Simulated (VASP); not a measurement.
# Os (P6_3/mmc) in VASP: a series of runs

The runs below take Os through single point, relaxation of cell and atoms, with PBE, BLYP+D3(BJ), revPBE+D4.

All numbers are computed with VASP 6.6.1; they aren't measurements. Logs are shortened: lines on timing, memory, paths and dates and some standing lists are left out, and cuts for length are marked.

### Step 1. The cell of the first run

It takes space group P6_3/mmc (No. 194, hexagonal). The conventional cell has a = 2.734 Å, b = 2.734 Å, c = 4.320 Å, α = 90.00°, β = 90.00°, γ = 120.00°. Within 3.5 Å of Os (site symmetry -6m2) lie 12 Os at 2.68 to 2.73 Å.

### Step 2. Single point, PBE

File INCAR:

```
SYSTEM = Os
ALGO = Normal
EDIFF = 1E-7
ENCUT = 520
GGA = PE
ISIF = 2
ISMEAR = 0
LASPH = .TRUE.
LCHARG = .TRUE.
LELF = .TRUE.
LREAL = .FALSE.
LVHAR = .TRUE.
LWAVE = .FALSE.
NBANDS = 15
NELM = 80
PREC = Accurate
SIGMA = 0.028000000000000004
```

File KPOINTS:

```
k-points
0
G
  11 11 6
  0 0 0
```

File POSCAR:

```
Os
1.0
    2.7341000000      0.0000000000      0.0000000000
   -1.3670500000      2.3678000565      0.0000000000
    0.0000000000      0.0000000000      4.3197000000
Os
2
Direct
    0.6666666667      0.3333333333      0.7500000000
    0.3333333333      0.6666666667      0.2500000000
```

Potentials or basis: VASP PAW PBE potentials, release 64 (Os).

The run is started by

```sh
cat potpaw_PBE.64/Os/POTCAR > POTCAR
mpirun -np 1 vasp_std > vasp.out
```

OUTCAR:

```text
SYSTEM = Os
   EDIFF = 1E-7
   ENCUT = 520
   GGA = PE
   ISIF = 2
   ISMEAR = 0
   LASPH = .TRUE.
   LREAL = .FALSE.
   NELM = 80
   PREC = Accurate

 ion  position               nearest neighbor table
   1  0.667  0.333  0.750-   2 2.68   2 2.68   2 2.68   2 2.68   2 2.68   2 2.68
   2  0.333  0.667  0.250-   1 2.68   1 2.68   1 2.68   1 2.68   1 2.68   1 2.68

  LATTYP: Found a hexagonal cell.
 ALAT       =     2.7341000000
 C/A-ratio  =     1.5799348963

  Lattice vectors:

 A1 = (   2.7341000000,   0.0000000000,   0.0000000000)
 A2 = (  -1.3670500000,   2.3678000565,   0.0000000000)
 A3 = (   0.0000000000,   0.0000000000,   4.3197000000)

Analysis of symmetry for initial positions (statically):
=====================================================================
 Subroutine PRICEL returns:
 Original cell was already a primitive cell.

 Routine SETGRP: Setting up the symmetry group for a
 hexagonal supercell.

 Subroutine GETGRP returns: Found 24 space group operations
 (whereof 12 operations were pure point group operations)
 out of a pool of 24 trial point group operations.

The static configuration has the point symmetry D_3d.
 The point group associated with its full space group is D_6h.

Analysis of symmetry for dynamics (positions and initial velocities):
=====================================================================
 Subroutine PRICEL returns:
 Original cell was already a primitive cell.

 Routine SETGRP: Setting up the symmetry group for a
 hexagonal supercell.

 Subroutine GETGRP returns: Found 24 space group operations
 (whereof 12 operations were pure point group operations)
 out of a pool of 24 trial point group operations.

The dynamic configuration has the point symmetry D_3d.
 The point group associated with its full space group is D_6h.

 Subroutine INISYM returns: Found 24 space group operations
 (whereof 12 operations are pure point group operations),
 and found     1 'primitive' translations

----------------------------------------------------------------------------------------

                                     Primitive cell

  volume of cell :      27.9649

  direct lattice vectors                    reciprocal lattice vectors
     2.734100000  0.000000000  0.000000000     0.365751070  0.211166479  0.000000000
    -1.367050000  2.367800057  0.000000000     0.000000000  0.422332957  0.000000000
     0.000000000  0.000000000  4.319700000     0.000000000  0.000000000  0.231497558

  length of vectors
     2.734100000  2.734100000  4.319700000     0.422332957  0.422332957  0.231497558

  position of ions in fractional coordinates (direct lattice)
     0.666666667  0.333333333  0.750000000
     0.333333333  0.666666667  0.250000000

  ion indices of the primitive-cell ions
   primitive index   ion index
                 1           1
                 2           2

----------------------------------------------------------------------------------------

 KPOINTS: k-points

Automatic generation of k-mesh.
 Grid dimensions read from file:
 generate k-points for:   11   11    6

 Generating k-lattice:

  Cartesian coordinates                     Fractional coordinates (reciprocal lattice)
     0.033250097  0.019196953  0.000000000     0.090909091 -0.000000000  0.000000000
     0.000000000  0.038393905  0.000000000     0.000000000  0.090909091  0.000000000
     0.000000000  0.000000000  0.038582926     0.000000000  0.000000000  0.166666667

  Length of vectors
     0.038393905  0.038393905  0.038582926

  Shift w.r.t. Gamma in fractional coordinates (k-lattice)
     0.000000000  0.000000000  0.000000000

 Subroutine IBZKPT returns following result:
 ===========================================

 Found     64 irreducible k-points:

 Following reciprocal coordinates:
            Coordinates               Weight
  0.000000  0.000000  0.000000      1.000000
  0.090909  0.000000  0.000000      6.000000
  0.181818  0.000000  0.000000      6.000000
  0.272727 -0.000000  0.000000      6.000000
  0.363636 -0.000000  0.000000      6.000000
  0.454545  0.000000  0.000000      6.000000
[... 16 lines left out ...]
  0.090909  0.090909  0.166667     12.000000
  0.181818  0.090909  0.166667     24.000000
 [... further k-points ...]
   k-points           NKPTS =     64   k-points in BZ     NKDIM =     64   number of bands    NBANDS=     15
   number of dos      NEDOS =    301   number of ions     NIONS =      2
   total plane-waves  NPLWV =  12800
   dimension x,y,z NGX =    20 NGY =   20 NGZ =   32
   dimension x,y,z NGXF=    40 NGYF=   40 NGZF=   64
   ions per type =               2
   NGX,Y,Z   is equivalent  to a cutoff of  12.16, 12.16, 12.32 a.u.
   NGXF,Y,Z  is equivalent  to a cutoff of  24.32, 24.32, 24.63 a.u.
 SYSTEM =  Os
   PREC   = accura    normal or accurate (medium, high low for compatibility)
   ISTART =      0    job   : 0-new  1-cont  2-samecut
   ICHARG =      2    charge: 1-file 2-atom 10-const
   ISPIN  =      1    spin polarized calculation?
   LNONCOLLINEAR =      F non collinear calculations
   LSORBIT =      F    spin-orbit coupling
   LASPH  =      T    aspherical Exc in radial PAW
   ENCUT  =  520.0 eV  38.22 Ry    6.18 a.u.   5.08  5.08  8.03*2*pi/ulx,y,z
   NELM   =     80;   NELMIN=  2; NELMDL= -5     # of ELM steps
   EDIFF  = 0.1E-06   stopping-criterion for ELM
   LREAL  =      F    real-space projection
   EDIFFG = 0.1E-05   stopping-criterion for IOM
   NSW    =      0    number of steps for IOM
   IBRION =     -1    ionic relax: 0-MD 1-quasi-New 2-CG
   NFREE  =      0    steps in history (QN), initial steepest desc. (CG)
   ISIF   =      2    stress and relaxation
   ISYM   =      2    0-nonsym 1-usesym 2-fastsym
   POTIM  = 0.5000    time-step for ionic-motion
   TEBEG  =    0.0;   TEEND  =   0.0 temperature during run
   PSTRESS=    0.0 pullay stress
   NELECT =      16.0000    total number of electrons
   NUPDOWN=      -1.0000    fix difference up-down
   EMIN   =  10.00;   EMAX   =-10.00  energy-range for DOS
   EFERMI =   0.00;   METHOD = LEGACY
   ISMEAR =     0;   SIGMA  =   0.03  broadening in eV -4-tet -1-fermi 0-gaus
   EFERMI_NEDOS =   21; number of points for ismear=-14 and -15
   IALGO  =     38    algorithm
   IMIX   =      4    mixing-type and parameters
     AMIX     =   0.40;   BMIX     =  1.00
     AMIX_MAG =   1.60;   BMIX_MAG =  1.00
  volume/ion in A,a.u.               =      13.98        94.36
  Fermi-wavevector in a.u.,A,eV,Ry     =   1.359076  2.568282 25.131161  1.847088
  Thomas-Fermi vector in A             =   2.485855
   LORBIT       =      0    0 simple, 1 ext, 2 COOP (PROOUT), +10 PAW based schemes
   GGA     = PE    functional components
   LHFCALC =     F    Hartree Fock is set to
   AEXX    =    0.0000 exact exchange contribution
   IVDW    =     0    specifies the selected vdW correction
   LEPSILON=     F    determine dielectric tensor
   LRPA    =     F    only Hartree local field effects (RPA)
 non-spin polarized calculation
 Gauss-broadening in eV      SIGMA  =   0.03
  energy-cutoff  :      520.00
  volume of cell :       27.96
 maximum number of plane-waves:       768
   NGX = 11   NGY = 11   NGZ = 17

 number of electron      15.9999998 magnetization

 Free energy of the ion-electron system (eV)
  ---------------------------------------------------
  ext. energy  EPLUGINS =         0.00000000
  ---------------------------------------------------
  free energy    TOTEN  =       -22.46813992 eV

  energy without entropy =      -22.46762419  energy(sigma->0) =      -22.46788206

 E-fermi :   9.4135     XC(G=0): -14.0601

 val. band max:        9.4069874743   @ k =   0.0909   0.0000   0.3333
 cond. band min:       9.4908368322   @ k =   0.3636   0.0909   0.3333
 fundamental gap:      0.0838493579
 Fermi energy:         9.4135171092

 k-point     1 :       0.0000    0.0000    0.0000
  band No.  band energies     occupation
      1      -1.4737      2.00000
      2       1.6789      2.00000
      3       6.4220      2.00000
      4       6.4220      2.00000
      5       6.6709      2.00000
      6       7.2648      2.00000
      7       7.2648      2.00000
      8       7.9108      2.00000
      9       7.9108      2.00000
     10       9.4970      0.00002
     11      11.1642      0.00000
     12      11.1642      0.00000
     13      18.5534      0.00000
     14      23.5114      0.00000
     15      26.2261      0.00000

 k-point     2 :       0.0909    0.0000    0.0000
  band No.  band energies     occupation
      1      -1.1414      2.00000
      2       1.9710      2.00000
      3       5.8674      2.00000
      4       6.7163      2.00000
      5       7.0320      2.00000
      6       7.1880      2.00000
      7       7.4346      2.00000
      8       7.5394      2.00000
      9       7.6807      2.00000
     10       8.4353      2.00000
     11      11.3222      0.00000
     12      12.7926      0.00000
     13      18.5221      0.00000
     14      24.1864      0.00000
     15      26.6476      0.00000

 k-point     3 :       0.1818    0.0000    0.0000
  band No.  band energies     occupation
      1      -0.2231      2.00000
      2       2.6546      2.00000
      3       5.2213      2.00000
      4       5.9627      2.00000
      5       6.6148      2.00000
      6       7.1621      2.00000
      7       7.5676      2.00000
      8       7.8366      2.00000
      9       7.9277      2.00000
     10       8.3267      2.00000
     11      11.6432      0.00000
     12      15.1812      0.00000
     13      18.3393      0.00000
     14      25.2473      0.00000
     15      26.8626      0.00000

 k-point     4 :       0.2727   -0.0000    0.0000
  band No.  band energies     occupation
      1       1.0007      2.00000
      2       2.9582      2.00000
      3       4.5737      2.00000
      4       5.1754      2.00000
      5       6.4744      2.00000
      6       6.6104      2.00000
      7       7.4198      2.00000
      8       8.8648      2.00000
      9       9.0636      2.00000
     10       9.5069      0.00000
     11      11.9279      0.00000
     12      17.5996      0.00000
     13      18.0199      0.00000
     14      22.7862      0.00000
     15      25.2914      0.00000
[... 307 lines left out ...]
 k-point    22 :       0.4545    0.0000    0.1667
  band No.  band energies     occupation
      1       1.9174      2.00000
      2       2.4237      2.00000
      3       3.8715      2.00000
      4       4.9799      2.00000
      5       6.2203      2.00000
      6       7.4338      2.00000
      7       8.5049      2.00000
      8      11.1793      0.00000
      9      11.5593      0.00000
     10      12.0396      0.00000
     11      12.6845      0.00000
     12      15.5788      0.00000
     13      18.3124      0.00000
     14      20.5618      0.00000
     15      22.4180      0.00000

 k-point    23 :       0.0909    0.0909    0.1667
  band No.  band energies     occupation
      1      -0.2032      2.00000
      2       2.5682      2.00000
      3       5.3656      2.00000
      4       5.7467      2.00000
      5       6.5254      2.00000
      6       6.8817      2.00000
      7       7.3492      2.00000
      8       7.7011      2.00000
      9       8.4092      2.00000
     10       8.4774      2.00000
     11      11.4435      0.00000
     12      13.4914      0.00000
     13      20.0341      0.00000
     14      24.7556      0.00000
     15      26.8638      0.00000

 k-point    24 :       0.1818    0.0909    0.1667
  band No.  band energies     occupation
      1       0.8326      2.00000
      2       3.2865      2.00000
      3       4.6949      2.00000
      4       4.9186      2.00000
      5       6.1722      2.00000
      6       6.7904      2.00000
      7       7.3674      2.00000
      8       8.3204      2.00000
      9       8.9318      2.00000
     10       9.3105      2.00000
     11      11.6034      0.00000
     12      15.0213      0.00000
     13      20.0220      0.00000
     14      24.6021      0.00000
     15      25.6917      0.00000

 [... further k-points ...]
[... 5 lines left out ...]
  --------------------------------------------------------------------------------------
  -------------------------------------------------------------------------------------
  Total        1.5182213      1.5182213      1.5686367      0.0000000      0.0000000      0.0000000
  in kB       86.9826520     86.9826520     89.8710745      0.0000000      0.0000000      0.0000000
  external PRESSURE =      87.9454595 kB  Pullay stress =       0.0000000 kB

 VOLUME and BASIS-vectors are now :
 -----------------------------------------------------------------------------
  energy-cutoff  :      520.00
  volume of cell :       27.96
      direct lattice vectors                 reciprocal lattice vectors
     2.734100000  0.000000000  0.000000000     0.365751070  0.211166479  0.000000000
    -1.367050000  2.367800057  0.000000000     0.000000000  0.422332957  0.000000000
     0.000000000  0.000000000  4.319700000     0.000000000  0.000000000  0.231497558

 POSITION                                       TOTAL-FORCE (eV/Angst)
 -----------------------------------------------------------------------------------
      1.36705      0.78927      3.23977        -0.000000     -0.000000      0.000000
     -0.00000      1.57853      1.07993         0.000000      0.000000      0.000000
 -----------------------------------------------------------------------------------
    total drift:                               -0.000000      0.000000     -0.000000

  FREE ENERGIE OF THE ION-ELECTRON SYSTEM (eV)
  ---------------------------------------------------
  free  energy   TOTEN  =       -22.4681399230 eV

  energy  without entropy=      -22.4676241936  energy(sigma->0) =      -22.46788206
```

It took 19 s on 1 thread of AMD EPYC 7R13 (Zen 3), shared host; peak memory 0.12 GiB.

What came out:

```yaml
Free_energy: -22.4681 eV
Pressure: 8.8 GPa
Band_gap_on_the_k_mesh: zero (band 8 reaches 11.57 eV, above the bottom of band 9 at 7.68 eV)
```

Levels at points of the mesh, in eV from the Fermi level:
| k point | band 5 | band 6 | band 7 | band 8 | band 9 | band 10 | band 11 | band 12 |
| --- | --- | --- | --- | --- | --- | --- | --- | --- |
| (0.00, 0.00, 0.00) | -2.74 | -2.15 | -2.15 | -1.50 | -1.50 | 0.08 | 1.75 | 1.75 |
| (0.00, 0.00, 0.50) | -3.19 | -3.19 | -3.19 | -3.19 | 0.96 | 0.96 | 0.96 | 0.96 |

Caveat: spin-orbit coupling is left out, which moves the levels of the heavy elements.

### Step 3. Single point, BLYP+D3(BJ)

This run uses another cell than the first one, of 14.22 Å³/atom, 1.017 times its volume.

File INCAR:

```
SYSTEM = Os
PREC     = Accurate       ! precision mode
ENCUT    = 520            ! plane-wave cutoff, eV
EDIFF    = 1E-6           ! SCF threshold, eV
ISMEAR   = -1             ! smearing method
SIGMA    = 0.05           ! smearing width, eV
LREAL    = .False.        ! projectors in reciprocal space
LASPH    = .True.         ! aspherical terms in the spheres
NELM     = 60             ! most SCF steps
ALGO     = Normal         ! electronic algorithm
ISIF     = 2              ! what is computed and relaxed
LWAVE    = .False.        ! write WAVECAR
LCHARG   = .True.         ! write CHGCAR
GGA      = B5             ! functional
ALDAX    = 1.0          
AGGAX    = 1.0          
AGGAC    = 1.0          
ALDAC    = 0.0          
IVDW     = 12             ! dispersion correction
VDW_S6   = 1.0          
VDW_S8   = 2.6996       
VDW_A1   = 0.4298       
VDW_A2   = 4.2359       
LELF     = .True.         ! ELF
LVHAR    = .True.       
NBANDS   = 15             ! bands
```

File KPOINTS:

```
regular mesh
0
Gamma
  11 11 6
  0 0 0
```

File POSCAR:

```
Os
1.0
    2.7497994178      0.0000000000      0.0000000000
   -1.3748997089      2.3813961511      0.0000000000
    0.0000000000      0.0000000000      4.3434134855
Os
2
Direct
    0.6666666667      0.3333333333      0.7500000000
    0.3333333333      0.6666666667      0.2500000000
```

Potentials or basis: VASP PAW PBE potentials, release 64 (Os).

The run is started by

```sh
cat potpaw_PBE.64/Os/POTCAR > POTCAR
mpirun -np 1 vasp_std > vasp.out
```

Wall time 24 s (1 thread of AMD EPYC 7R13 (Zen 3), shared host); peak memory 0.13 GiB.

It converged, with:

```
Free energy                : -22.3001 eV
Pressure                   : 3.5 GPa
Band gap on the k mesh     : zero (band 8 reaches 11.84 eV, above the bottom of band 9 at 8.05 eV)
Dispersion energy per atom : -1.548 eV
```

Stress tensor (GPa, compression positive):
```
3.41 0.00 0.00
0.00 3.41 0.00
0.00 0.00 3.58
```

Levels at points of the mesh, in eV from the Fermi level:
```
           k point  band 6  band 7  band 8  band 9  band 10  band 11
(0.00, 0.00, 0.00)   -2.13   -2.13   -1.51   -1.51     0.40     1.69
(0.00, 0.00, 0.50)   -3.14   -3.14   -3.14    0.89     0.89     0.89
```

Caveat: the PAW data sets were made with another functional, which shifts forces and pressure a little; spin-orbit coupling is left out, which moves the levels of the heavy elements; pairwise dispersion overbinds metals, which lowers pressure and volume.

(Part 1 of 2 ends here.)
